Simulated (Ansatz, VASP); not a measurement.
**SiC: VASP beside Ansatz**

```
Si C
1.0
     3.99008    0.00000    0.00000
    -1.99504    3.45551    0.00000
     0.00000    0.00000    3.99316
Si C
2 2
Direct
  0.33333 0.66667 0.50000
  0.66667 0.33333 0.50000
  0.33333 0.66667 0.00000
  0.66667 0.33333 0.00000
```

Alike in both runs: task single point; functional PBE; k mesh 6 × 6 × 4; occupations gaussian, width 0.1 eV; collinear spin.

|  | VASP | Ansatz |
| --- | --- | --- |
| version | VASP 6.6.1 | Ansatz 0.2.0 |
| potentials or method | VASP PAW PBE potentials, release 64 (Si, C), cutoff 520 eV | scalar-relativistic, plane waves, PAW |
| valence electrons in the cell | 16 | 16 |

|  | VASP | Ansatz | Ansatz less VASP |
| --- | --- | --- | --- |
| gap on the k mesh at the Fermi level (eV) | none | none | - |
| pressure (GPa) | -0.1 | 0.0 | +0.06 |
| traceless stress, the component that is largest in VASP (GPa) | -0.51 | -0.64 | -0.126 |
| net moment per atom (μB) | 0.00 | 0.00 | 0.000 |

A gap of «none» marks a metal or a gap that the smearing closes. With one functional, cell and mesh, what is left measures potentials, basis and numerics. Ansatz's warnings: seeded moment not kept.

The k mesh is coarse, so the values compare programs but aren't converged.
